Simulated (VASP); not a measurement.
## CdS: single point with PBE

CdS:

```
Cd S
1.0
     0.00000    2.81900    3.10090
     2.81900    0.00000    3.10090
     2.81900    2.81900    0.00000
Cd S
1 1
Direct
  0.00000 0.00000 0.00000
  0.75000 0.75000 0.75000
```

This cell differs from its parent crystal: ratio of the length along z to the lengths across it x 1.1, volume and fractional coordinates fixed.

```json
{
  "Program": "VASP 6.6.1",
  "Task": "single point",
  "Functional": "PBE",
  "Potentials or basis": "VASP PAW PBE potentials, release 64 (Cd, S)",
  "Cutoff": "520 eV",
  "k mesh": "10 × 10 × 10",
  "Occupations": "gaussian, width 0.05 eV",
  "Spin": "no spin polarisation",
  "Dipole correction": "no",
  "Further INCAR settings": "ALGO = Normal; EDIFF = 1e-07; NBANDS = 16"
}
```

```json
{
  "Pressure": "3.4 GPa",
  "Band gap on the k mesh": "1.03 eV, direct"
}
```

Stress tensor (GPa, compression positive):
```
4.04 0.00 0.00
0.00 4.04 0.00
0.00 0.00 2.09
```

Levels at points of the mesh, in eV from the valence-band top:
```csv
k point,band 6,band 7,band 8,band 9,band 10,band 11,band 12,band 13
"(0.00, 0.00, 0.00)",-7.35,-0.34,0.00,0.00,1.03,6.49,6.51,6.51
"(0.50, 0.00, 0.00)",-6.99,-4.51,-1.06,-0.65,2.83,6.66,7.31,7.44
"(0.50, 0.50, 0.00)",-7.06,-4.45,-1.72,-1.72,3.72,4.78,8.53,10.87
"(0.50, 0.00, 0.50)",-6.86,-3.86,-2.18,-2.01,3.33,4.01,9.44,10.00
```

It took 29 s on 1 thread of Intel(R) Xeon(R) 6975P-C (Granite Rapids), with other jobs on the host, peak memory 0.22 GiB.
